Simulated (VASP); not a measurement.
The system is TiB2.

```xyz
3
Lattice="3.0292 0.0000 0.0000 -1.5146 2.6234 0.0000 0.0000 0.0000 3.2284" Properties=species:S:1:pos:R:3 pbc="T T T"
Ti    0.0000    0.0000    0.0000
B     0.0000    1.7489    1.6142
B     1.5146    0.8745    1.6142
```

Base run:

```yaml
Program: VASP 6.6.1
Functional: revPBE
Potentials_or_basis: VASP PAW PBE potentials, release 64 (Ti_sv, B)
Cutoff: 500 eV
k_mesh: 8 × 8 × 7
Occupations: fermi-dirac, width 0.1 eV
Spin: no spin polarisation
```

Its results: band gap on the k mesh zero (band 9 reaches 10.50 eV, above the bottom of band 10 at 9.98 eV); pressure 3.8 GPa.

After a change of settings the same cell gave: band gap on the k mesh zero (band 9 reaches 10.41 eV, above the bottom of band 10 at 9.89 eV); pressure 0.4 GPa. Which change was it?
A. functional from revPBE to RPBE
B. functional from revPBE to PBE
C. functional from revPBE to LDA; potentials or basis from VASP PAW PBE potentials, release 64 (Ti_sv, B) to VASP PAW LDA potentials, release 64 (Ti_sv, B)
D. functional from revPBE to BLYP

B.

PBE binds more tightly than revPBE, so the same cell stands under less pressure.

Caveats: the PAW data sets were made with another functional, which shifts forces and pressure a little (some runs).
